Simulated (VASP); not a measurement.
BaS, 2 atoms in the cell. It takes space group F-43m (No. 216, cubic). Conventional cell: a = 6.937 Å, b = 6.937 Å, c = 6.937 Å, α = 90.00°, β = 90.00°, γ = 90.00°. Within 4.0 Å of Ba (site symmetry -43m) lie 4 S at 3.00 Å. Within 4.0 Å of S (site symmetry -43m) lie 4 Ba at 3.00 Å. 

```yaml
Program: VASP 6.6.1
Task: elastic constants
Functional: PBEsol
Potentials_or_basis: VASP PAW PBE potentials, release 64 (Ba_sv, S)
Cutoff: 600 eV
k_mesh: 6 × 6 × 6
Occupations: gaussian, width 0.01 eV
Spin: no spin polarisation
Dipole_correction: no
Ions_in_elastic_constants: relaxed
Further_INCAR_settings: ALGO = Normal; EDIFF = 1e-08; IBRION = 6; POTIM = 0.015; NSW = 1; ISIF = 3
```

Potentials or basis: VASP PAW PBE potentials, release 64 (Ba_sv, S).

The run is started by

```console
$ cat potpaw_PBE.64/Ba_sv/POTCAR potpaw_PBE.64/S/POTCAR > POTCAR
$ mpirun -np 1 vasp_std > vasp.out
```

Hardware: 1 thread of Oxide Virtual Turin-like Processor, on a shared host.

Task: How long does it take, and how much memory?

Result: It took 28 min on 1 thread of Oxide Virtual Turin-like Processor, with other jobs on the host, peak memory 0.31 GiB. Counts: scf iterations 202, k points 16.
